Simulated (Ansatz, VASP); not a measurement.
**Al3Si2F: VASP beside Ansatz**

```xyz
6
Lattice="4.7864 0.0000 0.0000 0.0000 4.7864 0.0000 0.0000 0.0000 5.0933" Properties=species:S:1:pos:R:3 pbc="T T T"
Al    2.3932    0.0000    3.3942
Al    0.0000    2.3932    3.3942
Al    2.3932    2.3932    4.6055
Si    2.3932    0.0000    0.8968
Si    0.0000    2.3932    0.8968
F     2.3932    2.3932    1.3775
```

Alike in both runs: functional PBE; k mesh 3 × 3 × 2; occupations gaussian, width 0.15 eV; no spin polarisation.

Ansatz relaxed the structure, and its values are those at the end. VASP's run is a single point on that final structure, the one shown.

|  | VASP | Ansatz |
| --- | --- | --- |
| version | VASP 6.6.1 | Ansatz 0.2.0 |
| potentials or method | VASP PAW PBE potentials, release 64 (Al, Si, F), cutoff 600 eV | scalar-relativistic, plane waves, PAW |
| valence electrons in the cell | 24 | 24 |

|  | VASP | Ansatz | Ansatz less VASP |
| --- | --- | --- | --- |
| gap on the k mesh at the Fermi level (eV) | none | none | - |
| pressure (GPa) | -0.3 | -0.2 | +0.05 |
| rms of the force components (eV/Å) | 0.037 | 0.026 | -0.0110 |

A gap of «none» marks a metal or a gap that the smearing closes. The functional is the same, so the differences come from potentials, cutoffs and numerics.

The k mesh is coarse, so the values compare programs but aren't converged.
